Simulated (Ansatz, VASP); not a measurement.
# Pt: VASP beside Ansatz

```
CELL_PARAMETERS angstrom
2.74920 0.00000 0.00000
-1.37460 2.38088 0.00000
0.00000 0.00000 18.42781
ATOMIC_POSITIONS crystal
Pt 0.00000 0.00000 0.99926
Pt 0.33333 0.66667 0.12436
Pt 0.00000 0.00000 0.24929
Pt 0.66667 0.33333 0.37421
Pt 0.00000 0.00000 0.50079
Pt 0.66667 0.33333 0.62571
Pt 0.33333 0.66667 0.75064
Pt 0.66667 0.33333 0.87574
```

Alike in both runs: functional PBEsol; k mesh 18 × 18 × 3; occupations gaussian, width 0.1 eV; no spin polarisation.

Ansatz relaxed the structure, and its values are those at the end. VASP's run is a single point on that final structure, the one shown.

```csv
,VASP,Ansatz
version,VASP 6.6.1,Ansatz 0.2.0
potentials or method,"VASP PAW PBE potentials, release 64 (Pt), cutoff 520 eV","scalar-relativistic, plane waves, PAW"
valence electrons in the cell,80,144
```

|  | VASP | Ansatz | Ansatz less VASP |
| --- | --- | --- | --- |
| gap on the k mesh at the Fermi level (eV) | none | none | - |
| pressure (GPa) | -0.4 | 0.0 | +0.41 |

VASP's potentials were made for PBE, not for PBEsol. A gap of «none» marks a metal or a gap that the smearing closes. The functional is the same, so the differences come from potentials, cutoffs and numerics. VASP's potentials hold 80 valence electrons a cell and Ansatz's 144, so a difference there can come from the potentials and not from the codes.

Spin-orbit coupling is off throughout.
